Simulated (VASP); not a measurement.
Write the native input for VASP 6.6.1 that does the following.

| Item | Value |
| --- | --- |
| Task | single point |
| Functional | PBE |
| Potentials or basis | VASP PAW PBE potentials, release 64 (W_sv, Br) |
| Cutoff | 520 eV |
| k mesh | 2 × 6 × 2 |
| Occupations | gaussian, width 0.1 eV |
| Spin | no spin polarisation |
| Dipole correction | no |
| Further INCAR settings | ALGO = Normal; EDIFF = 1e-06; NBANDS = 60 |

The structure of W2Br3 lies in POSCAR:

```
W2Br3
1.0
    6.3598476011      0.0000000000      0.0546148353
    0.0000000000      3.1387734676      0.0000000000
   -0.1103441486      0.0000000000     12.9497835943
W Br
4 6
Direct
    0.4331067174      0.5000000000      0.7985020094
    0.1386248891      0.5000000000      0.3158075399
    0.1389579277      0.5000000000      0.6841765103
    0.4327987827      0.5000000000      0.2015311509
    0.0567665856      0.5000000000      0.8733747687
    0.7166870258      0.5000000000      0.3310038121
    0.5471553282      0.5000000000      1.0000188082
    0.2623703926      0.5000000000      0.4999735353
    0.7169948919      0.5000000000      0.6689932679
    0.0565374591      0.5000000000      0.1266185972
```

These files were run (other wordings do the same):

INCAR

```
SYSTEM = W2Br3
PREC     = Accurate       ! precision mode
ENCUT    = 520            ! plane-wave cutoff, eV
EDIFF    = 1E-6           ! SCF threshold, eV
ISMEAR   = 0              ! smearing method
SIGMA    = 0.1            ! smearing width, eV
LREAL    = .False.        ! projectors in reciprocal space
LASPH    = .True.         ! aspherical terms in the spheres
NELM     = 100            ! most SCF steps
ALGO     = Normal         ! electronic algorithm
ISIF     = 2              ! what is computed and relaxed
LWAVE    = .False.        ! write WAVECAR
LCHARG   = .False.        ! write CHGCAR
GGA      = PE             ! functional
NBANDS   = 60             ! bands
```

KPOINTS

```
regular mesh
0
Gamma
  2 6 2
  0 0 0
```

Potentials or basis: VASP PAW PBE potentials, release 64 (W_sv, Br).

The run is started by

```sh
$ cat potpaw_PBE.64/W_sv/POTCAR potpaw_PBE.64/Br/POTCAR > POTCAR
$ mpirun -np 1 vasp_std > vasp.out
```

Results of the run:

The pressure is 0.1 GPa, the largest force is 0.128 eV/Å and the band gap on the k mesh is zero (bands 49 and 50 overlap by 0.65 eV).

Caveat: the k points lie up to 0.49 Å⁻¹ apart, too coarse for converged energies and pressures of a metal; spin-orbit coupling is left out, which moves the levels of the heavy elements.

It took 7.5 min on 1 thread of Oxide Virtual Turin-like Processor (shared host), peak memory 0.41 GiB.
